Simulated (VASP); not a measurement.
Input of a VASP 6.6.1 run:

File INCAR:

```
PREC = Accurate
ENCUT = 600
EDIFF = 1E-7
ISMEAR = -1
SIGMA = 0.1
LREAL = F
LASPH = T
NELM = 60
ALGO = Normal
ISIF = 3
LWAVE = F
LCHARG = F
GGA = PE
IBRION = 2
NSW = 80
EDIFFG = -0.01
```

File KPOINTS:

```
Automatic mesh
0
Gamma
  10 10 10
```

The input POSCAR:

```
Au
1.0
    0.0000000000      2.0350000000      2.0350000000
    2.0350000000      0.0000000000      2.0350000000
    2.0350000000      2.0350000000      0.0000000000
Au
1
Direct
    0.0000000000      0.0000000000      0.0000000000
```

Potentials or basis: VASP PAW PBE potentials, release 64 (Au).

Launch:

```bash
$ cat potpaw_PBE.64/Au/POTCAR > POTCAR
$ mpirun -np 1 vasp_std > vasp.out
```

(1) Predict the relaxed volume.

(2) What does it give for the relaxed cell?

Answers

(1) 18.00 Å³/atom.

(2) a = 2.942 Å, b = 2.942 Å, c = 2.942 Å, α = 60.00°, β = 60.00°, γ = 60.00°.
